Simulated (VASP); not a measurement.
Set up this calculation in VASP 6.6.1, as the native input.

| Quantity | Value |
| --- | --- |
| Task | relaxation of cell and atoms |
| Functional | PBEsol |
| Potentials or basis | VASP PAW PBE potentials, release 64 (Au) |
| Cutoff | 600 eV |
| k mesh | 18 × 18 × 18 |
| Occupations | gaussian, width 0.1 eV |
| Spin | no spin polarisation |
| Target pressure | 60 GPa |
| Dipole correction | no |
| Further INCAR settings | ALGO = Normal; EDIFF = 1e-06; IBRION = 2; EDIFFG = -0.008; NSW = 70; ISIF = 3 |

The structure of Au lies in POSCAR:

```
Au
1.0
    0.0000000000      1.9093185923      1.9093185923
    1.9093185923      0.0000000000      1.9093185923
    1.9093185923      1.9093185923      0.0000000000
Au
1
Direct
    0.0000000000      0.0000000000      0.0000000000
```

The input as run:

INCAR

```
PREC = Accurate
ENCUT = 600
EDIFF = 1E-6
ISMEAR = 0
SIGMA = 0.1
LREAL = False
LASPH = True
NELM = 80
ALGO = Normal
ISIF = 3
LWAVE = False
LCHARG = False
GGA = PS
IBRION = 2
NSW = 70
EDIFFG = -0.008
PSTRESS = 600.0
```

KPOINTS

```
Automatic mesh
0
Gamma
  18 18 18
```

Potentials or basis: VASP PAW PBE potentials, release 64 (Au).

Command:

```console
$ cat potpaw_PBE.64/Au/POTCAR > POTCAR
$ mpirun -np 1 vasp_std > vasp.out
```

Results of the run:

The relaxed volume is 13.98 Å³/atom, the relaxed cell is a = 2.704 Å, b = 2.704 Å, c = 2.704 Å, α = 60.00°, β = 60.00°, γ = 60.00° and the space group after relaxing (to 0.05 Å) is Fm-3m (No. 225). The energy change on relaxing (the enthalpy is what falls) is -21.1 meV/atom. The ionic steps are 3. The pressure after relaxing is 60.0 GPa.

Caveat: the cell is relaxed towards a set pressure, so the enthalpy falls and the energy may rise; the PAW data sets were made with another functional, which shifts forces and pressure a little.

Run time: 22 s on 1 thread of Intel(R) Xeon(R) Platinum 8559C (Emerald Rapids) (shared host), peak memory 0.18 GiB.
